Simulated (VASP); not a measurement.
Input of a VASP 6.6.1 run:

POSCAR

```
ZrH
1.0
    3.2443703970      0.0000000000      0.0000000000
    0.0000000000      3.2443703970      0.0000000000
    0.0000000000      0.0000000000      4.9803155784
Zr H
2 2
Direct
    0.0000000000      0.5000000000      0.5000000000
    0.5000000000      0.0000000000      0.0000000000
    0.5000000000      0.5000000000      0.2500000000
    0.5000000000      0.5000000000      0.7500000000
```

File INCAR.step1:

```
SYSTEM = ZrH
  ALGO = Normal
  EDIFF = 1E-4
  ENCUT = 520
  GGA = PE
  ISMEAR = 0
  LASPH = .True.
  LCHARG = .False.
  LREAL = .False.
  LWAVE = .True.
  NBANDS = 21
  NELM = 100
  PREC = Accurate
  SIGMA = 0.1
```

Contents of INCAR.step2:

```
SYSTEM = ZrH
  ALGO = Normal
  EDIFF = 1E-6
  ENCUT = 520
  ISIF = 2
  ISMEAR = 0
  ISTART = 1
  LASPH = .True.
  LCHARG = .False.
  LMIXTAU = .True.
  LREAL = .False.
  LWAVE = .False.
  METAGGA = R2SCAN
  NBANDS = 21
  NELM = 100
  PREC = Accurate
  SIGMA = 0.1
```

The input KPOINTS:

```
k-points
0
Gamma
  14 14 10
  0 0 0
```

Potentials or basis: VASP PAW PBE potentials, release 64 (Zr_sv, H).

Command:

```sh
$ cat potpaw_PBE.64/Zr_sv/POTCAR potpaw_PBE.64/H/POTCAR > POTCAR
$ cp INCAR.step1 INCAR
$ mpirun -np 1 vasp_std > vasp.out
$ cp INCAR.step2 INCAR
$ mpirun -np 1 vasp_std > vasp.out
```

**Question.** What does it give for the band gap on the k mesh?

**Answer.** Zero (band 13 reaches 8.65 eV, above the bottom of band 14 at 7.51 eV).

**Question.** Estimate the pressure.

**Answer.** -0.1 GPa.

Caveat: the PAW data sets were made with another functional, which shifts forces and pressure a little.
